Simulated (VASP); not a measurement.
# HfPt2 (Fm-3m) in VASP: further runs

Runs on HfPt2. Level: PBE. Tasks: single point, relaxation of cell and atoms.

Everything below comes from runs of VASP 6.6.1. Logs are shortened: lines on timing, memory, paths and dates and some standing lists are left out, and cuts for length are marked.

## (1) The cell of the first run

It takes space group Fm-3m (No. 225, cubic). The conventional cell has a = 6.258 Å, b = 6.258 Å, c = 6.258 Å, α = 90.00°, β = 90.00°, γ = 90.00°. Within 3.6 Å of Hf (site symmetry m-3m) lie 8 Pt at 2.71 Å. Within 3.6 Å of Pt (site symmetry -43m) lie 4 Hf at 2.71 Å and 6 Pt at 3.13 Å.

## (2) Single point, PBE

INCAR

```
PREC = Accurate ; ENCUT = 520
EDIFF = 1E-6 ; ISMEAR = 0
SIGMA = 0.1 ; LREAL = F
LASPH = T ; NELM = 100
ALGO = Normal ; ISIF = 2
LWAVE = F ; LCHARG = T
GGA = PE ; LELF = T
LVHAR = T ; NBANDS = 22
```

KPOINTS

```
Automatic mesh
0
Gamma
  12 12 12
```

POSCAR

```
HfPt2
1.0
    0.0000000000      3.1288371925      3.1288371925
    3.1288371925      0.0000000000      3.1288371925
    3.1288371925      3.1288371925      0.0000000000
Hf Pt
1 2
Direct
    0.0000000000      0.0000000000      0.0000000000
    0.2500000000      0.2500000000      0.2500000000
    0.7500000000      0.7500000000      0.7500000000
```

Potentials or basis: VASP PAW PBE potentials, release 64 (Hf_pv, Pt).

Started as:

```
> cat potpaw_PBE.64/Hf_pv/POTCAR potpaw_PBE.64/Pt/POTCAR > POTCAR
> mpirun -np 1 vasp_std > vasp.out
```

OUTCAR:

```text
PREC = Accurate
   ENCUT = 520
   EDIFF = 1E-6
   ISMEAR = 0
   LREAL = F
   LASPH = T
   NELM = 100
   ISIF = 2
   GGA = PE

 ion  position               nearest neighbor table
   1  0.000  0.000  0.000-   3 2.71   3 2.71   3 2.71   2 2.71   2 2.71   2 2.71   3 2.71   2 2.71

   2  0.250  0.250  0.250-   1 2.71   1 2.71   1 2.71   1 2.71   3 3.13   3 3.13   3 3.13   3 3.13
                             3 3.13   3 3.13
   3  0.750  0.750  0.750-   1 2.71   1 2.71   1 2.71   1 2.71   2 3.13   2 3.13   2 3.13   2 3.13
                             2 3.13   2 3.13

  LATTYP: Found a face centered cubic cell.
 ALAT       =     6.2576743850

  Lattice vectors:

 A1 = (   0.0000000000,   3.1288371925,   3.1288371925)
 A2 = (   3.1288371925,   0.0000000000,   3.1288371925)
 A3 = (   3.1288371925,   3.1288371925,   0.0000000000)

Analysis of symmetry for initial positions (statically):
=====================================================================
 Subroutine PRICEL returns:
 Original cell was already a primitive cell.

 Routine SETGRP: Setting up the symmetry group for a
 face centered cubic supercell.

 Subroutine GETGRP returns: Found 48 space group operations
 (whereof 48 operations were pure point group operations)
 out of a pool of 48 trial point group operations.

The static configuration has the point symmetry O_h .

Analysis of symmetry for dynamics (positions and initial velocities):
=====================================================================
 Subroutine PRICEL returns:
 Original cell was already a primitive cell.

 Routine SETGRP: Setting up the symmetry group for a
 face centered cubic supercell.

 Subroutine GETGRP returns: Found 48 space group operations
 (whereof 48 operations were pure point group operations)
 out of a pool of 48 trial point group operations.

The dynamic configuration has the point symmetry O_h .

 Subroutine INISYM returns: Found 48 space group operations
 (whereof 48 operations are pure point group operations),
 and found     1 'primitive' translations

----------------------------------------------------------------------------------------

                                     Primitive cell

  volume of cell :      61.2603

  direct lattice vectors                    reciprocal lattice vectors
     0.000000000  3.128837192  3.128837192    -0.159803777  0.159803777  0.159803777
     3.128837192  0.000000000  3.128837192     0.159803777 -0.159803777  0.159803777
     3.128837192  3.128837192  0.000000000     0.159803777  0.159803777 -0.159803777

  length of vectors
     4.424843992  4.424843992  4.424843992     0.276788260  0.276788260  0.276788260

  position of ions in fractional coordinates (direct lattice)
     0.000000000  0.000000000  0.000000000
     0.250000000  0.250000000  0.250000000
     0.750000000  0.750000000  0.750000000

  ion indices of the primitive-cell ions
   primitive index   ion index
                 1           1
                 2           2
                 3           3

----------------------------------------------------------------------------------------

 KPOINTS: Automatic mesh

Automatic generation of k-mesh.
 Grid dimensions read from file:
 generate k-points for:   12   12   12

 Generating k-lattice:

  Cartesian coordinates                     Fractional coordinates (reciprocal lattice)
    -0.013316981  0.013316981  0.013316981     0.083333333  0.000000000  0.000000000
     0.013316981 -0.013316981  0.013316981     0.000000000  0.083333333  0.000000000
     0.013316981  0.013316981 -0.013316981     0.000000000  0.000000000  0.083333333

  Length of vectors
     0.023065688  0.023065688  0.023065688

  Shift w.r.t. Gamma in fractional coordinates (k-lattice)
     0.000000000  0.000000000  0.000000000

 Subroutine IBZKPT returns following result:
 ===========================================

 Found     72 irreducible k-points:

 Following reciprocal coordinates:
            Coordinates               Weight
  0.000000  0.000000  0.000000      1.000000
  0.083333  0.000000  0.000000      8.000000
  0.166667  0.000000  0.000000      8.000000
  0.250000  0.000000  0.000000      8.000000
  0.333333  0.000000  0.000000      8.000000
  0.416667  0.000000  0.000000      8.000000
[... 16 lines left out ...]
  0.500000  0.166667  0.000000     24.000000
 -0.416667  0.166667  0.000000     24.000000
 [... further k-points ...]
   k-points           NKPTS =     72   k-points in BZ     NKDIM =     72   number of bands    NBANDS=     22
   number of dos      NEDOS =    301   number of ions     NIONS =      3
   total plane-waves  NPLWV =  46656
   dimension x,y,z NGX =    36 NGY =   36 NGZ =   36
   dimension x,y,z NGXF=    72 NGYF=   72 NGZF=   72
   ions per type =               1   2
   NGX,Y,Z   is equivalent  to a cutoff of  13.53, 13.53, 13.53 a.u.
   NGXF,Y,Z  is equivalent  to a cutoff of  27.05, 27.05, 27.05 a.u.
 SYSTEM =  unknown system
   PREC   = accura    normal or accurate (medium, high low for compatibility)
   ISTART =      0    job   : 0-new  1-cont  2-samecut
   ICHARG =      2    charge: 1-file 2-atom 10-const
   ISPIN  =      1    spin polarized calculation?
   LNONCOLLINEAR =      F non collinear calculations
   LSORBIT =      F    spin-orbit coupling
   LASPH  =      T    aspherical Exc in radial PAW
   ENCUT  =  520.0 eV  38.22 Ry    6.18 a.u.   8.23  8.23  8.23*2*pi/ulx,y,z
   NELM   =    100;   NELMIN=  2; NELMDL= -5     # of ELM steps
   EDIFF  = 0.1E-05   stopping-criterion for ELM
   LREAL  =      F    real-space projection
   EDIFFG = 0.1E-04   stopping-criterion for IOM
   NSW    =      0    number of steps for IOM
   IBRION =     -1    ionic relax: 0-MD 1-quasi-New 2-CG
   NFREE  =      0    steps in history (QN), initial steepest desc. (CG)
   ISIF   =      2    stress and relaxation
   ISYM   =      2    0-nonsym 1-usesym 2-fastsym
   POTIM  = 0.5000    time-step for ionic-motion
   TEBEG  =    0.0;   TEEND  =   0.0 temperature during run
   PSTRESS=    0.0 pullay stress
   NELECT =      30.0000    total number of electrons
   NUPDOWN=      -1.0000    fix difference up-down
   EMIN   =  10.00;   EMAX   =-10.00  energy-range for DOS
   EFERMI =   0.00;   METHOD = LEGACY
   ISMEAR =     0;   SIGMA  =   0.10  broadening in eV -4-tet -1-fermi 0-gaus
   EFERMI_NEDOS =   21; number of points for ismear=-14 and -15
   IALGO  =     38    algorithm
   IMIX   =      4    mixing-type and parameters
     AMIX     =   0.40;   BMIX     =  1.00
     AMIX_MAG =   1.60;   BMIX_MAG =  1.00
  volume/ion in A,a.u.               =      20.42       137.80
  Fermi-wavevector in a.u.,A,eV,Ry     =   1.290394  2.438491 22.655283  1.665116
  Thomas-Fermi vector in A             =   2.422228
   LORBIT       =      0    0 simple, 1 ext, 2 COOP (PROOUT), +10 PAW based schemes
   GGA     = PE    functional components
   LHFCALC =     F    Hartree Fock is set to
   AEXX    =    0.0000 exact exchange contribution
   IVDW    =     0    specifies the selected vdW correction
   LEPSILON=     F    determine dielectric tensor
   LRPA    =     F    only Hartree local field effects (RPA)
 non-spin polarized calculation
 Gauss-broadening in eV      SIGMA  =   0.10
  energy-cutoff  :      520.00
  volume of cell :       61.26
 maximum number of plane-waves:      1676
 NGX is ok and might be reduce to    36
   NGX = 17   NGY = 17   NGZ = 17

 number of electron      30.0000002 magnetization

 Free energy of the ion-electron system (eV)
  ---------------------------------------------------
  ext. energy  EPLUGINS =         0.00000000
  ---------------------------------------------------
  free energy    TOTEN  =       -24.36161666 eV

  energy without entropy =      -24.35338927  energy(sigma->0) =      -24.35750296

 E-fermi :   6.6187     XC(G=0): -11.4851

 val. band max:        6.6073403754   @ k =   0.5000   0.4167   0.0833
 cond. band min:       6.6211273305   @ k =  -0.4167   0.5000   0.0833
 fundamental gap:      0.0137869551
 Fermi energy:         6.6186916357

 k-point     1 :       0.0000    0.0000    0.0000
  band No.  band energies     occupation
      1     -24.3277      2.00000
      2     -24.3277      2.00000
      3     -24.3277      2.00000
      4      -1.3646      2.00000
      5       1.5303      2.00000
      6       1.5303      2.00000
[... 14 lines left out ...]
     21      15.6746      0.00000
     22      15.9350      0.00000

 k-point     2 :       0.0833    0.0000    0.0000
  band No.  band energies     occupation
      1     -24.3287      2.00000
      2     -24.3275      2.00000
      3     -24.3275      2.00000
      4      -1.2576      2.00000
      5       1.5768      2.00000
      6       1.5768      2.00000
[... 14 lines left out ...]
     21      15.3555      0.00000
     22      15.8762      0.00000

 k-point     3 :       0.1667    0.0000    0.0000
  band No.  band energies     occupation
      1     -24.3316      2.00000
      2     -24.3271      2.00000
      3     -24.3271      2.00000
      4      -0.9449      2.00000
      5       1.7149      2.00000
      6       1.7149      2.00000
[... 14 lines left out ...]
     21      14.6313      0.00000
     22      15.2902      0.00000

 k-point     4 :       0.2500    0.0000    0.0000
  band No.  band energies     occupation
      1     -24.3356      2.00000
      2     -24.3265      2.00000
      3     -24.3265      2.00000
      4      -0.4531      2.00000
      5       1.9391      2.00000
      6       1.9391      2.00000
[... 14 lines left out ...]
     21      13.8202      0.00000
     22      15.2446      0.00000

 k-point     5 :       0.3333    0.0000    0.0000
  band No.  band energies     occupation
      1     -24.3394      2.00000
      2     -24.3260      2.00000
      3     -24.3260      2.00000
      4       0.1669      2.00000
      5       2.2358      2.00000
      6       2.2358      2.00000
[... 417 lines left out ...]
 k-point    22 :       0.4167    0.1667    0.0000
  band No.  band energies     occupation
      1     -24.3409      2.00000
      2     -24.3277      2.00000
      3     -24.3251      2.00000
      4       0.6267      2.00000
      5       2.1055      2.00000
      6       2.2498      2.00000
[... 14 lines left out ...]
     21      13.0330      0.00000
     22      13.0980      0.00000

 k-point    23 :       0.5000    0.1667    0.0000
  band No.  band energies     occupation
      1     -24.3415      2.00000
      2     -24.3286      2.00000
      3     -24.3249      2.00000
      4       1.1656      2.00000
      5       1.9611      2.00000
      6       2.3318      2.00000
[... 14 lines left out ...]
     21      12.5906      0.00000
     22      12.8377      0.00000

 k-point    24 :      -0.4167    0.1667    0.0000
  band No.  band energies     occupation
      1     -24.3409      2.00000
      2     -24.3292      2.00000
      3     -24.3250      2.00000
      4       1.2359      2.00000
      5       1.9856      2.00000
      6       2.4320      2.00000
[... 14 lines left out ...]
     21      12.3398      0.00000
     22      13.1013      0.00000

 [... further k-points ...]

------------------------ aborting loop because EDIFF is reached ----------------------------------------

  FORCE on cell =-STRESS in cart. coord.  units (eV):
  Direction    XX          YY          ZZ          XY          YZ          ZX
  --------------------------------------------------------------------------------------
  -------------------------------------------------------------------------------------
  Total       -0.3848862     -0.3848862     -0.3848862      0.0000000     -0.0000000     -0.0000000
  in kB      -10.0661659    -10.0661659    -10.0661659      0.0000000     -0.0000000     -0.0000000
  external PRESSURE =     -10.0661659 kB  Pullay stress =       0.0000000 kB

 VOLUME and BASIS-vectors are now :
 -----------------------------------------------------------------------------
  energy-cutoff  :      520.00
  volume of cell :       61.26
      direct lattice vectors                 reciprocal lattice vectors
     0.000000000  3.128837192  3.128837192    -0.159803777  0.159803777  0.159803777
     3.128837192  0.000000000  3.128837192     0.159803777 -0.159803777  0.159803777
     3.128837192  3.128837192  0.000000000     0.159803777  0.159803777 -0.159803777

 POSITION                                       TOTAL-FORCE (eV/Angst)
 -----------------------------------------------------------------------------------
      0.00000      0.00000      0.00000        -0.000000     -0.000000     -0.000000
      1.56442      1.56442      1.56442         0.000000      0.000000      0.000000
      4.69326      4.69326      4.69326        -0.000000     -0.000000     -0.000000
 -----------------------------------------------------------------------------------
    total drift:                                0.000000      0.000000      0.000000

  FREE ENERGIE OF THE ION-ELECTRON SYSTEM (eV)
  ---------------------------------------------------
  free  energy   TOTEN  =       -24.3616166552 eV

  energy  without entropy=      -24.3533892724  energy(sigma->0) =      -24.35750296
```

Run time: 82 s. Hardware: 1 thread of Intel Xeon Platinum 8488C (Sapphire Rapids), shared host; peak memory 0.26 GiB.

Results:

* Free energy: -24.3616 eV
* Pressure: -1.0 GPa
* Band gap on the k mesh: zero (bands 15 and 16 overlap by 0.74 eV)

Levels at points of the mesh, in eV from the Fermi level:
```csv
k point,band 11,band 12,band 13,band 14,band 15,band 16,band 17,band 18,band 19,band 20
"(0.00, 0.00, 0.00)",-2.66,-2.66,-0.92,-0.92,0.55,0.55,0.55,3.81,3.81,5.09
"(0.50, 0.00, 0.00)",-3.26,-3.26,-2.78,-2.78,-2.46,1.96,1.96,3.66,3.66,3.84
"(0.50, 0.50, 0.00)",-2.77,-2.73,-1.89,-0.98,0.10,0.24,1.83,1.83,1.93,3.67
```

Caveat: spin-orbit coupling is left out, which moves the levels of the heavy elements.

(Part 1 of 2 ends here.)
